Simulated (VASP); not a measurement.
# SnO2 (P4_2/mnm) in VASP: further runs

SnO2 is run at these levels: LDA; tasks: single point.

Program: VASP 6.6.1. These are calculated values, not measurements. Logs are shortened: lines on timing, memory, paths and dates and some standing lists are left out, and cuts for length are marked.

**1. The cell of the first run**

The structure is tetragonal, space group P4_2/mnm (No. 136). Conventional cell: a = 4.561 Å, b = 4.561 Å, c = 3.272 Å, α = 90.00°, β = 90.00°, γ = 90.00°. Sn (site symmetry mmm) has 6 O at 1.98 to 2.06 Å within 2.6 Å. Within 2.6 Å of O (site symmetry m2m) lie 3 Sn at 1.98 to 2.06 Å and 1 O at 2.49 Å.

**2. Single point, LDA**

The input, INCAR:

```
SYSTEM = SnO2
ALGO     = Normal         ! electronic algorithm
EDIFF    = 1E-6           ! SCF threshold, eV
ENCUT    = 1340           ! plane-wave cutoff, eV
GGA_COMPAT= .False.      
ISIF     = 2              ! what is computed and relaxed
ISMEAR   = 0              ! smearing method
LASPH    = .True.         ! aspherical terms in the spheres
LCHARG   = .False.        ! write CHGCAR
LREAL    = .False.        ! projectors in reciprocal space
LWAVE    = .False.        ! write WAVECAR
NBANDS   = 35             ! bands
NELM     = 120            ! most SCF steps
PREC     = Accurate       ! precision mode
SIGMA    = 0.1            ! smearing width, eV
```

The input, KPOINTS:

```
k-points
0
Gamma
  4 4 6
  0 0 0
```

The input, POSCAR:

```
SnO2
1.0
    4.5613071670      0.0000000000      0.0000000000
    0.0000000000      4.5613071670      0.0000000000
    0.0000000000      0.0000000000      3.2722374217
Sn O
2 4
Direct
    0.0000000000      0.0000000000      0.0000000000
    0.5000000000      0.5000000000      0.5000000000
    0.6930000000      0.6930000000      0.0000000000
    0.3070000000      0.3070000000      0.0000000000
    0.8070000000      0.1930000000      0.5000000000
    0.1930000000      0.8070000000      0.5000000000
```

Potentials or basis: VASP PAW LDA potentials, release 64 (Sn_d, O_h).

The run is started by

```
$ cat potpaw_LDA.64/Sn_d/POTCAR potpaw_LDA.64/O_h/POTCAR > POTCAR
$ mpirun -np 1 vasp_std > vasp.out
```

OUTCAR:

```text
SYSTEM = SnO2
   EDIFF = 1E-6
   ENCUT = 1340
   ISIF = 2
   ISMEAR = 0
   LASPH = .True.
   LREAL = .False.
   NELM = 120
   PREC = Accurate

 ion  position               nearest neighbor table
   1  0.000  0.000  0.000-   3 1.98   4 1.98   5 2.06   6 2.06   5 2.06   6 2.06   2 3.62   2 3.62
                             2 3.62   2 3.62   2 3.62   2 3.62   2 3.62   2 3.62
   2  0.500  0.500  0.500-   5 1.98   6 1.98   3 2.06   4 2.06   3 2.06   4 2.06   1 3.62   1 3.62
                             1 3.62   1 3.62   1 3.62   1 3.62   1 3.62   1 3.62
   3  0.693  0.693  0.000-   1 1.98   2 2.06   2 2.06
   4  0.307  0.307  0.000-   1 1.98   2 2.06   2 2.06
   5  0.807  0.193  0.500-   2 1.98   1 2.06   1 2.06
   6  0.193  0.807  0.500-   2 1.98   1 2.06   1 2.06

  LATTYP: Found a simple tetragonal cell.
 ALAT       =     4.5613071670
 C/A-ratio  =     0.7173902791

  Lattice vectors:

 A1 = (   4.5613071670,   0.0000000000,   0.0000000000)
 A2 = (   0.0000000000,   4.5613071670,   0.0000000000)
 A3 = (   0.0000000000,   0.0000000000,   3.2722374217)

Analysis of symmetry for initial positions (statically):
=====================================================================
 Subroutine PRICEL returns:
 Original cell was already a primitive cell.

 Routine SETGRP: Setting up the symmetry group for a
 simple tetragonal supercell.

 Subroutine GETGRP returns: Found 16 space group operations
 (whereof  8 operations were pure point group operations)
 out of a pool of 16 trial point group operations.

The static configuration has the point symmetry D_2h.
 The point group associated with its full space group is D_4h.

Analysis of symmetry for dynamics (positions and initial velocities):
=====================================================================
 Subroutine PRICEL returns:
 Original cell was already a primitive cell.

 Routine SETGRP: Setting up the symmetry group for a
 simple tetragonal supercell.

 Subroutine GETGRP returns: Found 16 space group operations
 (whereof  8 operations were pure point group operations)
 out of a pool of 16 trial point group operations.

The dynamic configuration has the point symmetry D_2h.
 The point group associated with its full space group is D_4h.

 Subroutine INISYM returns: Found 16 space group operations
 (whereof  8 operations are pure point group operations),
 and found     1 'primitive' translations

----------------------------------------------------------------------------------------

                                     Primitive cell

  volume of cell :      68.0806

  direct lattice vectors                    reciprocal lattice vectors
     4.561307167  0.000000000  0.000000000     0.219235400  0.000000000  0.000000000
     0.000000000  4.561307167  0.000000000     0.000000000  0.219235400  0.000000000
     0.000000000  0.000000000  3.272237422     0.000000000  0.000000000  0.305601297

  length of vectors
     4.561307167  4.561307167  3.272237422     0.219235400  0.219235400  0.305601297

  position of ions in fractional coordinates (direct lattice)
     0.000000000  0.000000000  0.000000000
     0.500000000  0.500000000  0.500000000
     0.693000000  0.693000000  0.000000000
     0.307000000  0.307000000  0.000000000
     0.807000000  0.193000000  0.500000000
     0.193000000  0.807000000  0.500000000

  ion indices of the primitive-cell ions
   primitive index   ion index
                 1           1
                 2           2
                 3           3
                 4           4
                 5           5
                 6           6

----------------------------------------------------------------------------------------

 KPOINTS: k-points

Automatic generation of k-mesh.
 Grid dimensions read from file:
 generate k-points for:    4    4    6

 Generating k-lattice:

  Cartesian coordinates                     Fractional coordinates (reciprocal lattice)
     0.054808850  0.000000000  0.000000000     0.250000000  0.000000000  0.000000000
     0.000000000  0.054808850  0.000000000     0.000000000  0.250000000  0.000000000
     0.000000000  0.000000000  0.050933549     0.000000000  0.000000000  0.166666667

  Length of vectors
     0.054808850  0.054808850  0.050933549

  Shift w.r.t. Gamma in fractional coordinates (k-lattice)
     0.000000000  0.000000000  0.000000000

 Subroutine IBZKPT returns following result:
 ===========================================

 Found     24 irreducible k-points:

 Following reciprocal coordinates:
            Coordinates               Weight
  0.000000  0.000000  0.000000      1.000000
  0.250000  0.000000  0.000000      4.000000
  0.500000  0.000000  0.000000      2.000000
  0.250000  0.250000  0.000000      4.000000
  0.500000  0.250000  0.000000      4.000000
  0.500000  0.500000  0.000000      1.000000
[... 16 lines left out ...]
  0.500000  0.250000  0.500000      4.000000
  0.500000  0.500000  0.500000      1.000000
   k-points           NKPTS =     24   k-points in BZ     NKDIM =     24   number of bands    NBANDS=     35
   number of dos      NEDOS =    301   number of ions     NIONS =      6
   total plane-waves  NPLWV = 116640
   dimension x,y,z NGX =    54 NGY =   54 NGZ =   40
   dimension x,y,z NGXF=   108 NGYF=  108 NGZF=   80
   ions per type =               2   4
   NGX,Y,Z   is equivalent  to a cutoff of  19.68, 19.68, 20.32 a.u.
   NGXF,Y,Z  is equivalent  to a cutoff of  39.36, 39.36, 40.64 a.u.
 SYSTEM =  SnO2
   PREC   = accura    normal or accurate (medium, high low for compatibility)
   ISTART =      0    job   : 0-new  1-cont  2-samecut
   ICHARG =      2    charge: 1-file 2-atom 10-const
   ISPIN  =      1    spin polarized calculation?
   LNONCOLLINEAR =      F non collinear calculations
   LSORBIT =      F    spin-orbit coupling
   LASPH  =      T    aspherical Exc in radial PAW
   ENCUT  = 1340.0 eV  98.49 Ry    9.92 a.u.  13.61 13.61  9.77*2*pi/ulx,y,z
   NELM   =    120;   NELMIN=  2; NELMDL= -5     # of ELM steps
   EDIFF  = 0.1E-05   stopping-criterion for ELM
   LREAL  =      F    real-space projection
   EDIFFG = 0.1E-04   stopping-criterion for IOM
   NSW    =      0    number of steps for IOM
   IBRION =     -1    ionic relax: 0-MD 1-quasi-New 2-CG
   NFREE  =      0    steps in history (QN), initial steepest desc. (CG)
   ISIF   =      2    stress and relaxation
   ISYM   =      2    0-nonsym 1-usesym 2-fastsym
   POTIM  = 0.5000    time-step for ionic-motion
   TEBEG  =    0.0;   TEEND  =   0.0 temperature during run
   PSTRESS=    0.0 pullay stress
   NELECT =      52.0000    total number of electrons
   NUPDOWN=      -1.0000    fix difference up-down
   EMIN   =  10.00;   EMAX   =-10.00  energy-range for DOS
   EFERMI =   0.00;   METHOD = LEGACY
   ISMEAR =     0;   SIGMA  =   0.10  broadening in eV -4-tet -1-fermi 0-gaus
   EFERMI_NEDOS =   21; number of points for ismear=-14 and -15
   IALGO  =     38    algorithm
   IMIX   =      4    mixing-type and parameters
     AMIX     =   0.40;   BMIX     =  1.00
     AMIX_MAG =   1.60;   BMIX_MAG =  1.00
  volume/ion in A,a.u.               =      11.35        76.57
  Fermi-wavevector in a.u.,A,eV,Ry     =   1.496470  2.827919 30.469209  2.239424
  Thomas-Fermi vector in A             =   2.608483
   LORBIT       =      0    0 simple, 1 ext, 2 COOP (PROOUT), +10 PAW based schemes
   GGA     = CA    functional components
   LHFCALC =     F    Hartree Fock is set to
   AEXX    =    0.0000 exact exchange contribution
   IVDW    =     0    specifies the selected vdW correction
   LEPSILON=     F    determine dielectric tensor
   LRPA    =     F    only Hartree local field effects (RPA)
 non-spin polarized calculation
 Gauss-broadening in eV      SIGMA  =   0.10
  energy-cutoff  :     1340.00
  volume of cell :       68.08
 maximum number of plane-waves:      7604
   NGX = 27   NGY = 27   NGZ = 19

 number of electron      51.9999997 magnetization

 Free energy of the ion-electron system (eV)
  ---------------------------------------------------
  ext. energy  EPLUGINS =         0.00000000
  ---------------------------------------------------
  free energy    TOTEN  =       -42.13288707 eV

  energy without entropy =      -42.13288707  energy(sigma->0) =      -42.13288707

 E-fermi :   7.4279     XC(G=0): -12.0925

 val. band max:        6.9089646012   @ k =   0.0000   0.0000   0.0000
 cond. band min:       8.5047235017   @ k =   0.0000   0.0000   0.0000
 fundamental gap:      1.5957589006
 Fermi energy:         7.4278500592

 k-point     1 :       0.0000    0.0000    0.0000
  band No.  band energies     occupation
      1     -14.1313      2.00000
      2     -13.1486      2.00000
      3     -12.9936      2.00000
      4     -12.9265      2.00000
      5     -12.9061      2.00000
      6     -12.9061      2.00000
[... 27 lines left out ...]
     34      19.8528      0.00000
     35      19.8683      0.00000

 k-point     2 :       0.2500    0.0000    0.0000
  band No.  band energies     occupation
      1     -14.0185      2.00000
      2     -13.2946      2.00000
      3     -13.0207      2.00000
      4     -12.9342      2.00000
      5     -12.8999      2.00000
      6     -12.8995      2.00000
[... 27 lines left out ...]
     34      19.6537      0.00000
     35      19.8473      0.00000

 k-point     3 :       0.5000    0.0000    0.0000
  band No.  band energies     occupation
      1     -13.7016      2.00000
      2     -13.7016      2.00000
      3     -12.9647      2.00000
      4     -12.9647      2.00000
      5     -12.8930      2.00000
      6     -12.8930      2.00000
[... 27 lines left out ...]
     34      19.3082      0.00000
     35      19.6238      0.00000

 k-point     4 :       0.2500    0.2500    0.0000
  band No.  band energies     occupation
      1     -13.9691      2.00000
      2     -13.4806      2.00000
      3     -12.9818      2.00000
      4     -12.9148      2.00000
      5     -12.9086      2.00000
      6     -12.8931      2.00000
[... 27 lines left out ...]
     34      19.4850      0.00000
     35      19.5522      0.00000

 k-point     5 :       0.5000    0.2500    0.0000
  band No.  band energies     occupation
      1     -13.7838      2.00000
      2     -13.7838      2.00000
      3     -12.9260      2.00000
      4     -12.9260      2.00000
      5     -12.9023      2.00000
      6     -12.9023      2.00000
[... 638 lines left out ...]
 k-point    22 :       0.2500    0.2500    0.5000
  band No.  band energies     occupation
      1     -13.9736      2.00000
      2     -13.6636      2.00000
      3     -13.4288      2.00000
      4     -12.9150      2.00000
      5     -12.7188      2.00000
      6     -12.7089      2.00000
[... 27 lines left out ...]
     34      19.3327      0.00000
     35      19.5574      0.00000

 k-point    23 :       0.5000    0.2500    0.5000
  band No.  band energies     occupation
      1     -13.8739      2.00000
      2     -13.8739      2.00000
      3     -13.1374      2.00000
      4     -13.1374      2.00000
      5     -12.7117      2.00000
      6     -12.7117      2.00000
[... 27 lines left out ...]
     34      18.8469      0.00000
     35      20.0522      0.00000

 k-point    24 :       0.5000    0.5000    0.5000
  band No.  band energies     occupation
      1     -13.6747      2.00000
      2     -13.6747      2.00000
      3     -13.4378      2.00000
      4     -13.4378      2.00000
      5     -12.6949      2.00000
      6     -12.6949      2.00000
[... 27 lines left out ...]
     34      18.3764      0.00000
     35      20.5823      0.00000

------------------------ aborting loop because EDIFF is reached ----------------------------------------

  FORCE on cell =-STRESS in cart. coord.  units (eV):
  Direction    XX          YY          ZZ          XY          YZ          ZX
  --------------------------------------------------------------------------------------
  -------------------------------------------------------------------------------------
  Total        5.5931731      5.5931731      0.8710310      0.0000000      0.0000000      0.0000000
  in kB      131.6271253    131.6271253     20.4984379      0.0000000      0.0000000      0.0000000
  external PRESSURE =      94.5842295 kB  Pullay stress =       0.0000000 kB

 VOLUME and BASIS-vectors are now :
 -----------------------------------------------------------------------------
  energy-cutoff  :     1340.00
  volume of cell :       68.08
      direct lattice vectors                 reciprocal lattice vectors
     4.561307167  0.000000000  0.000000000     0.219235400  0.000000000  0.000000000
     0.000000000  4.561307167  0.000000000     0.000000000  0.219235400  0.000000000
     0.000000000  0.000000000  3.272237422     0.000000000  0.000000000  0.305601297

 POSITION                                       TOTAL-FORCE (eV/Angst)
 -----------------------------------------------------------------------------------
      0.00000      0.00000      0.00000        -0.000000     -0.000000      0.000000
      2.28065      2.28065      1.63612        -0.000000     -0.000000      0.000000
      3.16099      3.16099      0.00000        -0.042997     -0.042997      0.000000
      1.40032      1.40032      0.00000         0.042997      0.042997     -0.000000
      3.68097      0.88033      1.63612         0.042997     -0.042997      0.000000
      0.88033      3.68097      1.63612        -0.042997      0.042997      0.000000
 -----------------------------------------------------------------------------------
    total drift:                               -0.000000      0.000000      0.000000

  FREE ENERGIE OF THE ION-ELECTRON SYSTEM (eV)
  ---------------------------------------------------
  free  energy   TOTEN  =       -42.1328870700 eV

  energy  without entropy=      -42.1328870700  energy(sigma->0) =      -42.13288707
```

Run time: 2.7 min. Hardware: 1 thread of AMD EPYC 7R13 (Zen 3), shared host; peak memory 0.34 GiB.

Results:

* Free energy: -42.1329 eV
* Pressure: 9.5 GPa
* Largest force: 0.061 eV/Å
* Band gap on the k mesh: 1.60 eV

Forces on the atoms (eV/Å):
```
Sn   0.000  0.000  0.000
Sn   0.000  0.000  0.000
O   -0.043 -0.043  0.000
O    0.043  0.043  0.000
O    0.043 -0.043  0.000
O   -0.043  0.043  0.000
```

Caveat: the stress differs along the axes, from 2 to 13 GPa; spin-orbit coupling is left out, which moves the levels of the heavy elements.

[end of part 1 of 2]
